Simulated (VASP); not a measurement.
# C (Fddd) in VASP: notebook

Runs on C. Level: LDA. Tasks: single point.

All numbers are computed with VASP 6.6.1; they aren't measurements. Logs are shortened: lines on timing, memory, paths and dates and some standing lists are left out, and cuts for length are marked.

### Step 1. The cell of the first run

The structure is orthorhombic, space group Fddd (No. 70). The conventional cell has a = 3.205 Å, b = 3.655 Å, c = 3.735 Å, α = 90.00°, β = 90.00°, γ = 90.00°. C (site symmetry 222) has 4 C at 1.53 Å within 2.0 Å.

### Step 2. Single point, LDA

File INCAR:

```
SYSTEM = C
  ALGO = Normal
  EDIFF = 1E-6
  ENCUT = 910
  GGA = CA
  GGA_COMPAT = .FALSE.
  ISIF = 2
  ISMEAR = 0
  LASPH = .TRUE.
  LCHARG = .TRUE.
  LELF = .TRUE.
  LREAL = .FALSE.
  LVHAR = .TRUE.
  LWAVE = .FALSE.
  NBANDS = 11
  NELM = 120
  PREC = Accurate
  SIGMA = 0.05
```

File KPOINTS:

```
k-points
0
G
  12 12 12
  0 0 0
```

File POSCAR:

```
C
1.0
    0.0000000000      1.8673018877      1.8275720603
    1.6024363717      0.0000000000      1.8275720603
    1.6024363717      1.8673018877      0.0000000000
C
2
Direct
    0.5000000000      0.5000000000      0.5000000000
    0.7500000000      0.7500000000      0.7500000000
```

Potentials or basis: VASP PAW LDA potentials, release 64 (C_h).

Command:

```
> cat potpaw_LDA.64/C_h/POTCAR > POTCAR
> mpirun -np 1 vasp_std > vasp.out
```

OUTCAR:

```text
SYSTEM = C
   EDIFF = 1E-6
   ENCUT = 910
   GGA = CA
   ISIF = 2
   ISMEAR = 0
   LASPH = .TRUE.
   LREAL = .FALSE.
   NELM = 120
   PREC = Accurate

 ion  position               nearest neighbor table
   1  0.500  0.500  0.500-
   2  0.750  0.750  0.750-

  LATTYP: Found a face centered orthorhombic cell.
 ALAT       =     3.2048727434
 B/A-ratio  =     1.1404958678
 C/A-ratio  =     1.1652892562

  Lattice vectors:

 A1 = (   0.0000000000,   1.8673018877,  -1.8275720603)
 A2 = (   1.6024363717,   1.8673018877,   0.0000000000)
 A3 = (   1.6024363717,   0.0000000000,  -1.8275720603)

Analysis of symmetry for initial positions (statically):
=====================================================================
 Subroutine PRICEL returns:
 Original cell was already a primitive cell.

 Routine SETGRP: Setting up the symmetry group for a
 face centered orthorhombic supercell.

 Subroutine GETGRP returns: Found  8 space group operations
 (whereof  4 operations were pure point group operations)
 out of a pool of  8 trial point group operations.

The static configuration has the point symmetry D_2 .
 The point group associated with its full space group is D_2h.

Analysis of symmetry for dynamics (positions and initial velocities):
=====================================================================
 Subroutine PRICEL returns:
 Original cell was already a primitive cell.

 Routine SETGRP: Setting up the symmetry group for a
 face centered orthorhombic supercell.

 Subroutine GETGRP returns: Found  8 space group operations
 (whereof  4 operations were pure point group operations)
 out of a pool of  8 trial point group operations.

The dynamic configuration has the point symmetry D_2 .
 The point group associated with its full space group is D_2h.

 Subroutine INISYM returns: Found  8 space group operations
 (whereof  4 operations are pure point group operations),
 and found     1 'primitive' translations

----------------------------------------------------------------------------------------

                                     Primitive cell

  volume of cell :      10.9370

  direct lattice vectors                    reciprocal lattice vectors
     0.000000000  1.867301888  1.827572060    -0.312024870  0.267766023  0.273587023
     1.602436372  0.000000000  1.827572060     0.312024870 -0.267766023  0.273587023
     1.602436372  1.867301888  0.000000000     0.312024870  0.267766023 -0.273587023

  length of vectors
     2.612821459  2.430601152  2.460613473     0.493870450  0.493870450  0.493870450

  position of ions in fractional coordinates (direct lattice)
     0.500000000  0.500000000  0.500000000
     0.750000000  0.750000000  0.750000000

  ion indices of the primitive-cell ions
   primitive index   ion index
                 1           1
                 2           2

----------------------------------------------------------------------------------------

 KPOINTS: k-points

Automatic generation of k-mesh.
 Grid dimensions read from file:
 generate k-points for:   12   12   12

 Generating k-lattice:

  Cartesian coordinates                     Fractional coordinates (reciprocal lattice)
    -0.026002072  0.022313835  0.022798919     0.083333333 -0.000000000  0.000000000
     0.026002072 -0.022313835  0.022798919    -0.000000000  0.083333333  0.000000000
     0.026002072  0.022313835 -0.022798919     0.000000000  0.000000000  0.083333333

  Length of vectors
     0.041155871  0.041155871  0.041155871

  Shift w.r.t. Gamma in fractional coordinates (k-lattice)
     0.000000000  0.000000000  0.000000000

 Subroutine IBZKPT returns following result:
 ===========================================

 Found    280 irreducible k-points:

 Following reciprocal coordinates:
            Coordinates               Weight
  0.000000  0.000000  0.000000      1.000000
  0.083333  0.000000 -0.000000      8.000000
  0.166667  0.000000  0.000000      8.000000
  0.250000 -0.000000 -0.000000      8.000000
  0.333333  0.000000 -0.000000      8.000000
  0.416667  0.000000  0.000000      8.000000
[... 16 lines left out ...]
  0.500000  0.166667 -0.000000      8.000000
 -0.416667  0.166667  0.000000      8.000000
 [... further k-points ...]
   k-points           NKPTS =    280   k-points in BZ     NKDIM =    280   number of bands    NBANDS=     11
   number of dos      NEDOS =    301   number of ions     NIONS =      2
   total plane-waves  NPLWV =  16128
   dimension x,y,z NGX =    28 NGY =   24 NGZ =   24
   dimension x,y,z NGXF=    56 NGYF=   48 NGZF=   48
   ions per type =               2
   NGX,Y,Z   is equivalent  to a cutoff of  17.82, 16.42, 16.22 a.u.
   NGXF,Y,Z  is equivalent  to a cutoff of  35.63, 32.83, 32.43 a.u.
 SYSTEM =  C
   PREC   = accura    normal or accurate (medium, high low for compatibility)
   ISTART =      0    job   : 0-new  1-cont  2-samecut
   ICHARG =      2    charge: 1-file 2-atom 10-const
   ISPIN  =      1    spin polarized calculation?
   LNONCOLLINEAR =      F non collinear calculations
   LSORBIT =      F    spin-orbit coupling
   LASPH  =      T    aspherical Exc in radial PAW
   ENCUT  =  910.0 eV  66.88 Ry    8.18 a.u.   6.43  5.98  6.05*2*pi/ulx,y,z
   NELM   =    120;   NELMIN=  2; NELMDL= -5     # of ELM steps
   EDIFF  = 0.1E-05   stopping-criterion for ELM
   LREAL  =      F    real-space projection
   EDIFFG = 0.1E-04   stopping-criterion for IOM
   NSW    =      0    number of steps for IOM
   IBRION =     -1    ionic relax: 0-MD 1-quasi-New 2-CG
   NFREE  =      0    steps in history (QN), initial steepest desc. (CG)
   ISIF   =      2    stress and relaxation
   ISYM   =      2    0-nonsym 1-usesym 2-fastsym
   POTIM  = 0.5000    time-step for ionic-motion
   TEBEG  =    0.0;   TEEND  =   0.0 temperature during run
   PSTRESS=    0.0 pullay stress
   NELECT =       8.0000    total number of electrons
   NUPDOWN=      -1.0000    fix difference up-down
   EMIN   =  10.00;   EMAX   =-10.00  energy-range for DOS
   EFERMI =   0.00;   METHOD = LEGACY
   ISMEAR =     0;   SIGMA  =   0.05  broadening in eV -4-tet -1-fermi 0-gaus
   EFERMI_NEDOS =   21; number of points for ismear=-14 and -15
   IALGO  =     38    algorithm
   IMIX   =      4    mixing-type and parameters
     AMIX     =   0.40;   BMIX     =  1.00
     AMIX_MAG =   1.60;   BMIX_MAG =  1.00
  volume/ion in A,a.u.               =       5.47        36.90
  Fermi-wavevector in a.u.,A,eV,Ry     =   1.475044  2.787428 29.602928  2.175754
  Thomas-Fermi vector in A             =   2.589741
   LORBIT       =      0    0 simple, 1 ext, 2 COOP (PROOUT), +10 PAW based schemes
   GGA     = CA    functional components
   LHFCALC =     F    Hartree Fock is set to
   AEXX    =    0.0000 exact exchange contribution
   IVDW    =     0    specifies the selected vdW correction
   LEPSILON=     F    determine dielectric tensor
   LRPA    =     F    only Hartree local field effects (RPA)
 non-spin polarized calculation
 Gauss-broadening in eV      SIGMA  =   0.05
  energy-cutoff  :      910.00
  volume of cell :       10.94
 maximum number of plane-waves:       704
 NGX is ok and might be reduce to    28
   NGX = 13   NGY = 11   NGZ = 13

 number of electron       8.0000000 magnetization

 Free energy of the ion-electron system (eV)
  ---------------------------------------------------
  ext. energy  EPLUGINS =         0.00000000
  ---------------------------------------------------
  free energy    TOTEN  =       -19.85686780 eV

  energy without entropy =      -19.85686780  energy(sigma->0) =      -19.85686780

 E-fermi :  12.9350     XC(G=0): -13.8530

 val. band max:       12.7370345945   @ k =   0.0000   0.0000   0.0000
 cond. band min:      13.4593226275   @ k =   0.0000   0.4167   0.4167
 fundamental gap:      0.7222880330
 Fermi energy:        12.9350157474

 k-point     1 :       0.0000    0.0000    0.0000
  band No.  band energies     occupation
      1     -10.3313      2.00000
      2      10.6292      2.00000
      3      11.0705      2.00000
      4      12.7370      2.00000
      5      16.1662      0.00000
      6      17.7856      0.00000
      7      18.0494      0.00000
      8      25.6470      0.00000
      9      31.2130      0.00000
     10      34.7532      0.00000
     11      36.4052      0.00000

 k-point     2 :       0.0833    0.0000   -0.0000
  band No.  band energies     occupation
      1     -10.1321      2.00000
      2       9.9046      2.00000
      3      10.5465      2.00000
      4      12.1355      2.00000
      5      16.5127      0.00000
      6      18.2221      0.00000
      7      18.7253      0.00000
      8      25.7738      0.00000
      9      31.5188      0.00000
     10      33.4472      0.00000
     11      35.3572      0.00000

 k-point     3 :       0.1667    0.0000    0.0000
  band No.  band energies     occupation
      1      -9.5366      2.00000
      2       7.6658      2.00000
      3       9.6650      2.00000
      4      11.3052      2.00000
      5      17.1898      0.00000
      6      18.9444      0.00000
      7      20.0578      0.00000
      8      26.1437      0.00000
      9      31.9187      0.00000
     10      32.7217      0.00000
     11      34.2433      0.00000

 k-point     4 :       0.2500   -0.0000   -0.0000
  band No.  band energies     occupation
      1      -8.5520      2.00000
      2       4.8642      2.00000
      3       8.7762      2.00000
      4      10.6337      2.00000
      5      17.7506      0.00000
      6      19.4265      0.00000
      7      21.3094      0.00000
      8      26.6793      0.00000
      9      31.8191      0.00000
     10      33.3044      0.00000
     11      34.6184      0.00000

 k-point     5 :       0.3333    0.0000   -0.0000
  band No.  band energies     occupation
      1      -7.1961      2.00000
      2       2.0354      2.00000
      3       8.0556      2.00000
      4      10.1428      2.00000
      5      18.0384      0.00000
      6      19.5236      0.00000
      7      22.3088      0.00000
      8      27.1793      0.00000
      9      32.0008      0.00000
     10      35.0138      0.00000
     11      35.4591      0.00000
[... 211 lines left out ...]
 k-point    21 :       0.3333    0.1667   -0.0000
  band No.  band energies     occupation
      1      -7.6136      2.00000
      2       4.4191      2.00000
      3       7.1876      2.00000
      4       8.4134      2.00000
      5      18.4131      0.00000
      6      20.1657      0.00000
      7      23.9048      0.00000
      8      24.3040      0.00000
      9      31.6336      0.00000
     10      32.6964      0.00000
     11      37.5461      0.00000

 k-point    22 :       0.4167    0.1667    0.0000
  band No.  band energies     occupation
      1      -6.1914      2.00000
      2       1.8461      2.00000
      3       6.3257      2.00000
      4       8.0755      2.00000
      5      18.9657      0.00000
      6      20.3016      0.00000
      7      24.6733      0.00000
      8      25.1359      0.00000
      9      31.9974      0.00000
     10      33.0907      0.00000
     11      38.6526      0.00000

 k-point    23 :       0.5000    0.1667   -0.0000
  band No.  band energies     occupation
      1      -4.5055      2.00000
      2      -0.5381      2.00000
      3       5.6391      2.00000
      4       8.0623      2.00000
      5      19.3245      0.00000
      6      20.2556      0.00000
      7      24.6964      0.00000
      8      26.6476      0.00000
      9      31.2197      0.00000
     10      34.5951      0.00000
     11      39.3348      0.00000

 k-point    24 :      -0.4167    0.1667    0.0000
  band No.  band energies     occupation
      1      -3.7192      2.00000
      2      -1.4629      2.00000
      3       5.2293      2.00000
      4       8.3431      2.00000
      5      19.5805      0.00000
      6      20.2453      0.00000
      7      24.3657      0.00000
      8      27.0399      0.00000
      9      31.3889      0.00000
     10      35.7389      0.00000
     11      37.4124      0.00000

 [... further k-points ...]

------------------------ aborting loop because EDIFF is reached ----------------------------------------

  FORCE on cell =-STRESS in cart. coord.  units (eV):
  Direction    XX          YY          ZZ          XY          YZ          ZX
  --------------------------------------------------------------------------------------
  -------------------------------------------------------------------------------------
  Total        5.5942675     -3.2833976     -1.4690550      0.0000000      0.0000000      0.0000000
  in kB      819.5094753   -480.9879730   -215.2032396      0.0000000      0.0000000      0.0000000
  external PRESSURE =      41.1060876 kB  Pullay stress =       0.0000000 kB

 VOLUME and BASIS-vectors are now :
 -----------------------------------------------------------------------------
  energy-cutoff  :      910.00
  volume of cell :       10.94
      direct lattice vectors                 reciprocal lattice vectors
     0.000000000  1.867301888  1.827572060    -0.312024870  0.267766023  0.273587023
     1.602436372  0.000000000  1.827572060     0.312024870 -0.267766023  0.273587023
     1.602436372  1.867301888  0.000000000     0.312024870  0.267766023 -0.273587023

 POSITION                                       TOTAL-FORCE (eV/Angst)
 -----------------------------------------------------------------------------------
      1.60244      1.86730      1.82757         0.000000      0.000000     -0.000000
      2.40365      2.80095      2.74136         0.000000     -0.000000      0.000000
 -----------------------------------------------------------------------------------
    total drift:                                0.000000      0.000000      0.000000

  FREE ENERGIE OF THE ION-ELECTRON SYSTEM (eV)
  ---------------------------------------------------
  free  energy   TOTEN  =       -19.8568678009 eV

  energy  without entropy=      -19.8568678009  energy(sigma->0) =      -19.85686780
```

Run time: 39 s. Hardware: 1 thread of Intel Xeon Platinum 8488C (Sapphire Rapids), shared host; peak memory 0.17 GiB.

Results:

```yaml
Free_energy: -19.8569 eV
Pressure: 4.1 GPa
Band_gap_on_the_k_mesh: 0.72 eV, indirect (least direct gap 3.43 eV)
```

Caveat: the cell differs from its parent crystal (strain +e along x and -e along y -0.0750, strain +e along z and -e/2 along x and y +0.0350); the cutoff is under 1.25 times the usual one of these potentials, so pressure, stress and relaxed cells hold a basis-set (Pulay) error. A k mesh can miss the band edges.

### Step 3. Single point, LDA

File INCAR:

```
SYSTEM = C
ALGO     = Normal         ! electronic algorithm
EDIFF    = 1E-6           ! SCF threshold, eV
ENCUT    = 910            ! plane-wave cutoff, eV
GGA      = CA             ! functional
GGA_COMPAT= .False.      
ISIF     = 2              ! what is computed and relaxed
ISMEAR   = 0              ! smearing method
LASPH    = .True.         ! aspherical terms in the spheres
LCHARG   = .False.        ! write CHGCAR
LREAL    = .False.        ! projectors in reciprocal space
LWAVE    = .False.        ! write WAVECAR
NBANDS   = 11             ! bands
NELM     = 120            ! most SCF steps
PREC     = Accurate       ! precision mode
SIGMA    = 0.05           ! smearing width, eV
```

File KPOINTS:

```
k-points
0
Gamma
  12 12 12
  0 0 0
```

File POSCAR:

```
C
1.0
    0.0000000000      1.9489687552      1.7966710835
    1.5516704812      0.0000000000      1.7966710835
    1.5516704812      1.9489687552      0.0000000000
C
2
Direct
    0.5000000000      0.5000000000      0.5000000000
    0.7500000000      0.7500000000      0.7500000000
```

Potentials or basis: VASP PAW LDA potentials, release 64 (C_h).

Command:

```
> cat potpaw_LDA.64/C_h/POTCAR > POTCAR
> mpirun -np 1 vasp_std > vasp.out
```

Wall time 85 s (1 thread of AMD EPYC 7R43 (Zen 3), shared host); peak memory 0.14 GiB.

Results (log left out):

* Free energy: -19.4467 eV
* Pressure: 7.5 GPa
* Band gap on the k mesh: zero (band 4 reaches 13.26 eV, above the bottom of band 5 at 12.94 eV)

Stress tensor (GPa, compression positive):
```
107.45   0.00   0.00
  0.00 -96.25   0.00
  0.00   0.00  11.40
```

Levels at points of the mesh, in eV from the Fermi level:
```csv
k point,band 1,band 2,band 3,band 4,band 5,band 6,band 7,band 8
"(0.00, 0.00, 0.00)",-23.23,-3.05,-1.24,0.32,3.21,5.01,6.00,12.50
"(0.50, 0.00, 0.00)",-16.96,-15.05,-5.87,-2.56,4.12,6.85,11.16,14.89
"(0.50, 0.50, 0.00)",-14.52,-14.52,-7.17,-7.17,4.42,4.42,13.62,13.62
"(0.50, 0.00, 0.50)",-15.78,-15.78,-5.99,-5.99,6.26,6.26,14.33,14.33
"(0.00, 0.50, 0.50)",-12.03,-12.03,-9.53,-9.53,0.71,0.71,15.88,15.88
```

Caveat: the cell differs from its parent crystal (strain +e along x and -e along y -0.1125, strain +e along z and -e/2 along x and y +0.0175); the cutoff is under 1.25 times the usual one of these potentials, so pressure, stress and relaxed cells hold a basis-set (Pulay) error.
